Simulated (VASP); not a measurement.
A run of VASP 6.6.1 is set up as follows.

File POSCAR:

```
CO2
1.0
    2.6429049853     -2.3798751837      0.0000000000
    2.6429049853      2.3798751837      0.0000000000
    0.0000000000      0.0000000000      6.4270279489
C O
2 4
Direct
    0.0000000000      0.0000000000      0.0000000000
    0.5000000000      0.5000000000      0.5000000000
    0.8037318635      0.1962681365      0.8928652631
    0.1962681365      0.8037318635      0.1071347369
    0.6962681365      0.3037318635      0.3928652631
    0.3037318635      0.6962681365      0.6071347369
```

INCAR.step1

```
SYSTEM = CO2
PREC = Accurate
ENCUT = 520
EDIFF = 1E-5
ISMEAR = 0
SIGMA = 0.01
LREAL = .FALSE.
LASPH = .TRUE.
NELM = 100
ALGO = Normal
ISIF = 2
LWAVE = .TRUE.
LCHARG = .FALSE.
NBANDS = 25
GGA = PE
```

Contents of INCAR.step2:

```
SYSTEM = CO2
PREC = Accurate
ENCUT = 520
EDIFF = 1E-6
ISMEAR = 0
SIGMA = 0.01
LREAL = .FALSE.
LASPH = .TRUE.
NELM = 100
ALGO = Normal
ISIF = 2
LWAVE = .FALSE.
LCHARG = .FALSE.
GGA = PE
LHFCALC = .TRUE.
AEXX = 1.0
HFSCREEN = 0.2078
PRECFOCK = Fast
NBANDS = 25
ISTART = 1
ALDAC = 1.0
AGGAC = 1.0
```

The input KPOINTS:

```
regular mesh
0
G
  4 4 2
  0 0 0
```

Potentials or basis: VASP PAW PBE potentials, release 64 (C, O).

The run is started by

```console
$ cat potpaw_PBE.64/C/POTCAR potpaw_PBE.64/O/POTCAR > POTCAR
$ cp INCAR.step1 INCAR
$ mpirun -np 1 vasp_std > vasp.out
$ cp INCAR.step2 INCAR
$ mpirun -np 1 vasp_std > vasp.out
```

Task: Estimate the band gap on the k mesh.

Result: 13.91 eV, indirect (least direct gap 14.65 eV).

Task: Predict the pressure.

Result: -9.8 GPa.

Task: What does it give for the largest force?

Result: 3.291 eV/Å.

Forces on the atoms (eV/Å):
```
C    0.000  0.000  0.000
C    0.000  0.000  0.000
O    0.000 -2.648  1.954
O    0.000  2.648 -1.954
O    0.000  2.648  1.954
O    0.000 -2.648 -1.954
```

Caveat: the k points lie up to 0.49 Å⁻¹ apart; the PAW data sets were made with another functional, which shifts forces and pressure a little. A k mesh can miss the band edges.
